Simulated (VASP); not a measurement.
# KNd2Sb3 in VASP: a series of runs

KNd2Sb3 is run at these levels: PBE; tasks: single point.

Everything below comes from runs of VASP 6.6.1. Logs are shortened: lines on timing, memory, paths and dates and some standing lists are left out, and cuts for length are marked.

## Step 1: The cell of the first run

Symmetry: P6/mmm, No. 191, hexagonal system. Conventional cell: a = 6.278 Å, b = 6.278 Å, c = 8.948 Å, α = 90.00°, β = 90.00°, γ = 120.00°. Within 3.7 Å of K (site symmetry 6/mmm) lie 2 Nd at 2.79 Å and 6 Sb at 3.14 Å. Nd (site symmetry 6mm) has 1 K at 2.79 Å and 1 Nd at 3.36 Å within 3.7 Å. Within 4.3 Å of Sb (site symmetry mmm) lie 2 K at 3.14 Å and 4 Sb at 3.14 Å and 4 Nd at 4.20 Å.

The cell was built from a structure type or drawn by symmetry, and may not be a known phase.

## Step 2: Single point, PBE

File INCAR:

```
ALGO     = Normal         # electronic algorithm
EDIFF    = 1E-6           # SCF threshold, eV
ENCUT    = 500            # plane-wave cutoff, eV
GGA      = PE             # functional
GGA_COMPAT= F            
ISIF     = 2              # what is computed and relaxed
ISMEAR   = 0              # smearing method
LASPH    = T              # aspherical terms in the spheres
LCHARG   = F              # write CHGCAR
LMAXMIX  = 6              # l up to which the mixer works
LREAL    = F              # projectors in reciprocal space
LWAVE    = F              # write WAVECAR
NBANDS   = 32             # bands
NELM     = 200            # most SCF steps
PREC     = Accurate       # precision mode
SIGMA    = 0.2            # smearing width, eV
```

File KPOINTS:

```
k-points
0
Gamma
  4 4 2
```

File POSCAR:

```
KNd2Sb3
1.0
    6.2775648545     -0.0000000035      0.0000000000
   -3.1387824242      5.4365306397      0.0000000000
    0.0000000000      0.0000000000      8.9478021705
K Nd Sb
1 2 3
Direct
    0.0000000000      0.0000000000      0.0000000000
    0.0000000000      0.0000000000      0.6877686809
    0.0000000000      0.0000000000      0.3122313191
    0.5000000000      0.0000000000      0.0000000000
    0.0000000000      0.5000000000      0.0000000000
    0.5000000000      0.5000000000      0.0000000000
```

Potentials or basis: VASP PAW PBE potentials, release 64 (K_sv, Nd_3, Sb), 4f in core.

Run with:

```bash
$ cat potpaw_PBE.64/K_sv/POTCAR potpaw_PBE.64/Nd_3/POTCAR potpaw_PBE.64/Sb/POTCAR > POTCAR
$ mpirun -np 1 vasp_std > vasp.out
```

OUTCAR:

```text
EDIFF = 1E-6
   ENCUT = 500
   GGA = PE
   ISIF = 2
   ISMEAR = 0
   LASPH = T
   LREAL = F
   NELM = 200
   PREC = Accurate

 ion  position               nearest neighbor table
   1  0.000  0.000  0.000-   2 2.79   3 2.79   4 3.14   4 3.14   5 3.14   5 3.14   6 3.14   6 3.14

   2  0.000  0.000  0.688-   1 2.79   3 3.36
   3  0.000  0.000  0.312-   1 2.79   2 3.36
   4  0.500  0.000  0.000-   1 3.14   1 3.14   6 3.14   6 3.14   5 3.14   5 3.14
   5  0.000  0.500  0.000-   6 3.14   6 3.14   1 3.14   1 3.14   4 3.14   4 3.14
   6  0.500  0.500  0.000-   5 3.14   5 3.14   4 3.14   4 3.14   1 3.14   1 3.14

  LATTYP: Found a hexagonal cell.
 ALAT       =     6.2775648545
 C/A-ratio  =     1.4253619641

  Lattice vectors:

 A1 = (   6.2775648545,  -0.0000000035,   0.0000000000)
 A2 = (  -3.1387824242,   5.4365306397,   0.0000000000)
 A3 = (   0.0000000000,   0.0000000000,   8.9478021705)

Analysis of symmetry for initial positions (statically):
=====================================================================
 Subroutine PRICEL returns:
 Original cell was already a primitive cell.

 Routine SETGRP: Setting up the symmetry group for a
 hexagonal supercell.

 Subroutine GETGRP returns: Found 24 space group operations
 (whereof 24 operations were pure point group operations)
 out of a pool of 24 trial point group operations.

The static configuration has the point symmetry D_6h.

Analysis of symmetry for dynamics (positions and initial velocities):
=====================================================================
 Subroutine PRICEL returns:
 Original cell was already a primitive cell.

 Routine SETGRP: Setting up the symmetry group for a
 hexagonal supercell.

 Subroutine GETGRP returns: Found 24 space group operations
 (whereof 24 operations were pure point group operations)
 out of a pool of 24 trial point group operations.

The dynamic configuration has the point symmetry D_6h.

 Subroutine INISYM returns: Found 24 space group operations
 (whereof 24 operations are pure point group operations),
 and found     1 'primitive' translations

----------------------------------------------------------------------------------------

                                     Primitive cell

  volume of cell :     305.3721

  direct lattice vectors                    reciprocal lattice vectors
     6.277564854 -0.000000003  0.000000000     0.159297438  0.091970419  0.000000000
    -3.138782424  5.436530640  0.000000000     0.000000000  0.183940838  0.000000000
     0.000000000  0.000000000  8.947802170     0.000000000  0.000000000  0.111759288

  length of vectors
     6.277564854  6.277564855  8.947802170     0.183940838  0.183940838  0.111759288

  position of ions in fractional coordinates (direct lattice)
     0.000000000  0.000000000  0.000000000
     0.000000000  0.000000000  0.687768681
     0.000000000  0.000000000  0.312231319
     0.500000000  0.000000000  0.000000000
     0.000000000  0.500000000  0.000000000
     0.500000000  0.500000000  0.000000000

  ion indices of the primitive-cell ions
   primitive index   ion index
                 1           1
                 2           2
                 3           3
                 4           4
                 5           5
                 6           6

----------------------------------------------------------------------------------------

 KPOINTS: k-points

Automatic generation of k-mesh.
 Grid dimensions read from file:
 generate k-points for:    4    4    2

 Generating k-lattice:

  Cartesian coordinates                     Fractional coordinates (reciprocal lattice)
     0.039824360  0.022992605  0.000000000     0.250000000  0.000000000  0.000000000
     0.000000000  0.045985209  0.000000000     0.000000000  0.250000000  0.000000000
     0.000000000  0.000000000  0.055879644     0.000000000  0.000000000  0.500000000

  Length of vectors
     0.045985209  0.045985209  0.055879644

  Shift w.r.t. Gamma in fractional coordinates (k-lattice)
     0.000000000  0.000000000  0.000000000

 Subroutine IBZKPT returns following result:
 ===========================================

 Found      8 irreducible k-points:

 Following reciprocal coordinates:
            Coordinates               Weight
  0.000000  0.000000  0.000000      1.000000
  0.250000  0.000000  0.000000      6.000000
  0.500000  0.000000  0.000000      3.000000
  0.250000  0.250000  0.000000      6.000000
  0.000000  0.000000  0.500000      1.000000
  0.250000  0.000000  0.500000      6.000000
  0.500000  0.000000  0.500000      3.000000
  0.250000  0.250000  0.500000      6.000000
   k-points           NKPTS =      8   k-points in BZ     NKDIM =      8   number of bands    NBANDS=     32
   number of dos      NEDOS =    301   number of ions     NIONS =      6
   total plane-waves  NPLWV = 161280
   dimension x,y,z NGX =    48 NGY =   48 NGZ =   70
   dimension x,y,z NGXF=    96 NGYF=   96 NGZF=  140
   ions per type =               1   2   3
   NGX,Y,Z   is equivalent  to a cutoff of  12.71, 12.71, 13.01 a.u.
   NGXF,Y,Z  is equivalent  to a cutoff of  25.42, 25.42, 26.01 a.u.
 SYSTEM =  unknown system
   PREC   = accura    normal or accurate (medium, high low for compatibility)
   ISTART =      0    job   : 0-new  1-cont  2-samecut
   ICHARG =      2    charge: 1-file 2-atom 10-const
   ISPIN  =      1    spin polarized calculation?
   LNONCOLLINEAR =      F non collinear calculations
   LSORBIT =      F    spin-orbit coupling
   LASPH  =      T    aspherical Exc in radial PAW
   ENCUT  =  500.0 eV  36.75 Ry    6.06 a.u.  11.45 11.45 16.31*2*pi/ulx,y,z
   NELM   =    200;   NELMIN=  2; NELMDL= -5     # of ELM steps
   EDIFF  = 0.1E-05   stopping-criterion for ELM
   LREAL  =      F    real-space projection
   EDIFFG = 0.1E-04   stopping-criterion for IOM
   NSW    =      0    number of steps for IOM
   IBRION =     -1    ionic relax: 0-MD 1-quasi-New 2-CG
   NFREE  =      0    steps in history (QN), initial steepest desc. (CG)
   ISIF   =      2    stress and relaxation
   ISYM   =      2    0-nonsym 1-usesym 2-fastsym
   POTIM  = 0.5000    time-step for ionic-motion
   TEBEG  =    0.0;   TEEND  =   0.0 temperature during run
   PSTRESS=    0.0 pullay stress
   NELECT =      46.0000    total number of electrons
   NUPDOWN=      -1.0000    fix difference up-down
   EMIN   =  10.00;   EMAX   =-10.00  energy-range for DOS
   EFERMI =   0.00;   METHOD = LEGACY
   ISMEAR =     0;   SIGMA  =   0.20  broadening in eV -4-tet -1-fermi 0-gaus
   EFERMI_NEDOS =   21; number of points for ismear=-14 and -15
   IALGO  =     38    algorithm
   IMIX   =      4    mixing-type and parameters
     AMIX     =   0.40;   BMIX     =  1.00
     AMIX_MAG =   1.60;   BMIX_MAG =  1.00
  volume/ion in A,a.u.               =      50.90       343.46
  Fermi-wavevector in a.u.,A,eV,Ry     =   0.871066  1.646076 10.323497  0.758756
  Thomas-Fermi vector in A             =   1.990121
   LORBIT       =      0    0 simple, 1 ext, 2 COOP (PROOUT), +10 PAW based schemes
   GGA     = PE    functional components
   LHFCALC =     F    Hartree Fock is set to
   AEXX    =    0.0000 exact exchange contribution
   IVDW    =     0    specifies the selected vdW correction
   LEPSILON=     F    determine dielectric tensor
   LRPA    =     F    only Hartree local field effects (RPA)
 non-spin polarized calculation
 Gauss-broadening in eV      SIGMA  =   0.20
  energy-cutoff  :      500.00
  volume of cell :      305.37
 maximum number of plane-waves:      7784
 NGX is ok and might be reduce to    48
   NGX = 23   NGY = 23   NGZ = 33

 number of electron      46.0000002 magnetization

 Free energy of the ion-electron system (eV)
  ---------------------------------------------------
  ext. energy  EPLUGINS =         0.00000000
  ---------------------------------------------------
  free energy    TOTEN  =       -17.00096148 eV

  energy without entropy =      -16.81471013  energy(sigma->0) =      -16.90783581

 E-fermi :   1.8353     XC(G=0):  -7.1837

 val. band max:        1.7582726934   @ k =   0.5000   0.0000   0.0000
 cond. band min:       1.8387314621   @ k =   0.5000   0.0000   0.5000
 fundamental gap:      0.0804587687
 Fermi energy:         1.8353111990

 k-point     1 :       0.0000    0.0000    0.0000
  band No.  band energies     occupation
      1     -37.6209      2.00000
      2     -37.5693      2.00000
      3     -28.8030      2.00000
      4     -18.8027      2.00000
      5     -18.7362      2.00000
      6     -18.7362      2.00000
[... 24 lines left out ...]
     31       4.0787      0.00000
     32       4.0787      0.00000

 k-point     2 :       0.2500    0.0000    0.0000
  band No.  band energies     occupation
      1     -37.6209      2.00000
      2     -37.5692      2.00000
      3     -28.8031      2.00000
      4     -18.8026      2.00000
      5     -18.7369      2.00000
      6     -18.7364      2.00000
[... 24 lines left out ...]
     31       3.8988      0.00000
     32       4.0451      0.00000

 k-point     3 :       0.5000    0.0000    0.0000
  band No.  band energies     occupation
      1     -37.6209      2.00000
      2     -37.5692      2.00000
      3     -28.8032      2.00000
      4     -18.8025      2.00000
      5     -18.7376      2.00000
      6     -18.7366      2.00000
[... 24 lines left out ...]
     31       3.2782      0.00000
     32       3.4615      0.00000

 k-point     4 :       0.2500    0.2500    0.0000
  band No.  band energies     occupation
      1     -37.6209      2.00000
      2     -37.5692      2.00000
      3     -28.8032      2.00000
      4     -18.8025      2.00000
      5     -18.7373      2.00000
      6     -18.7368      2.00000
[... 24 lines left out ...]
     31       3.8542      0.00000
     32       4.0133      0.00000

 k-point     5 :       0.0000    0.0000    0.5000
  band No.  band energies     occupation
      1     -37.6197      2.00000
      2     -37.5705      2.00000
      3     -28.8025      2.00000
      4     -18.9637      2.00000
      5     -18.7338      2.00000
      6     -18.7338      2.00000
[... 24 lines left out ...]
     31       3.9337      0.00000
     32       4.2067      0.00000

 k-point     6 :       0.2500    0.0000    0.5000
  band No.  band energies     occupation
      1     -37.6197      2.00000
      2     -37.5705      2.00000
      3     -28.8026      2.00000
      4     -18.9636      2.00000
      5     -18.7344      2.00000
      6     -18.7340      2.00000
[... 24 lines left out ...]
     31       3.7847      0.00000
     32       3.8636      0.00000

 k-point     7 :       0.5000    0.0000    0.5000
  band No.  band energies     occupation
      1     -37.6197      2.00000
      2     -37.5705      2.00000
      3     -28.8027      2.00000
      4     -18.9635      2.00000
      5     -18.7350      2.00000
      6     -18.7341      2.00000
[... 24 lines left out ...]
     31       3.5794      0.00000
     32       3.6809      0.00000

 k-point     8 :       0.2500    0.2500    0.5000
  band No.  band energies     occupation
      1     -37.6197      2.00000
      2     -37.5705      2.00000
      3     -28.8027      2.00000
      4     -18.9635      2.00000
      5     -18.7348      2.00000
      6     -18.7344      2.00000
[... 24 lines left out ...]
     31       3.4269      0.00000
     32       3.8453      0.00000

------------------------ aborting loop because EDIFF is reached ----------------------------------------

  FORCE on cell =-STRESS in cart. coord.  units (eV):
  Direction    XX          YY          ZZ          XY          YZ          ZX
  --------------------------------------------------------------------------------------
  -------------------------------------------------------------------------------------
  Total        1.3766666      1.3766666      0.4662023      0.0000000      0.0000000      0.0000000
  in kB        7.2228723      7.2228723      2.4459948      0.0000000      0.0000000      0.0000000
  external PRESSURE =       5.6305798 kB  Pullay stress =       0.0000000 kB

 VOLUME and BASIS-vectors are now :
 -----------------------------------------------------------------------------
  energy-cutoff  :      500.00
  volume of cell :      305.37
      direct lattice vectors                 reciprocal lattice vectors
     6.277564854 -0.000000003  0.000000000     0.159297438  0.091970419  0.000000000
    -3.138782424  5.436530640  0.000000000     0.000000000  0.183940838  0.000000000
     0.000000000  0.000000000  8.947802170     0.000000000  0.000000000  0.111759288

 POSITION                                       TOTAL-FORCE (eV/Angst)
 -----------------------------------------------------------------------------------
      0.00000      0.00000      0.00000         0.000000     -0.000000     -0.000000
      0.00000      0.00000      6.15402         0.000000      0.000000     -0.025017
      0.00000      0.00000      2.79378        -0.000000     -0.000000      0.025017
      3.13878     -0.00000      0.00000         0.000000     -0.000000     -0.000000
     -1.56939      2.71827      0.00000         0.000000     -0.000000     -0.000000
      1.56939      2.71827      0.00000         0.000000     -0.000000     -0.000000
 -----------------------------------------------------------------------------------
    total drift:                                0.000000      0.000000      0.000000

  FREE ENERGIE OF THE ION-ELECTRON SYSTEM (eV)
  ---------------------------------------------------
  free  energy   TOTEN  =       -17.0009614793 eV

  energy  without entropy=      -16.8147101333  energy(sigma->0) =      -16.90783581
```

Wall time 59 s (1 thread of Intel Xeon 6975P-C (Granite Rapids), shared host); peak memory 0.4 GiB.

Results:

```
Free energy            : -17.0010 eV
Pressure               : 0.6 GPa
Largest force          : 0.025 eV/Å
Band gap on the k mesh : zero (bands 23 and 24 overlap by 0.34 eV)
```

Forces on the atoms (eV/Å):
```
K    0.000  0.000  0.000
Nd   0.000  0.000 -0.025
Nd   0.000  0.000  0.025
Sb   0.000  0.000  0.000
Sb   0.000  0.000  0.000
Sb   0.000  0.000  0.000
```

Stress tensor (GPa, compression positive):
```
0.72 0.00 0.00
0.00 0.72 0.00
0.00 0.00 0.24
```

Levels at points of the mesh, in eV from the Fermi level:
```csv
k point,band 21,band 22,band 23,band 24,band 25,band 26
"(0.00, 0.00, 0.00)",-0.12,-0.09,-0.09,0.42,0.42,0.80
"(0.50, 0.00, 0.00)",-0.39,-0.38,-0.14,-0.08,0.23,0.27
"(0.00, 0.00, 0.50)",-0.24,-0.24,-0.22,-0.22,0.44,0.67
"(0.50, 0.00, 0.50)",-0.19,-0.18,-0.15,0.00,0.18,0.61
```

Caveat: spin-orbit coupling is left out, which moves the levels of the heavy elements; the 4f electrons are frozen in the core, so they carry no moment and show no levels. Spin polarisation is off, so any magnetic state and its effect on volume and gap are missing.

[end of part 1 of 2]
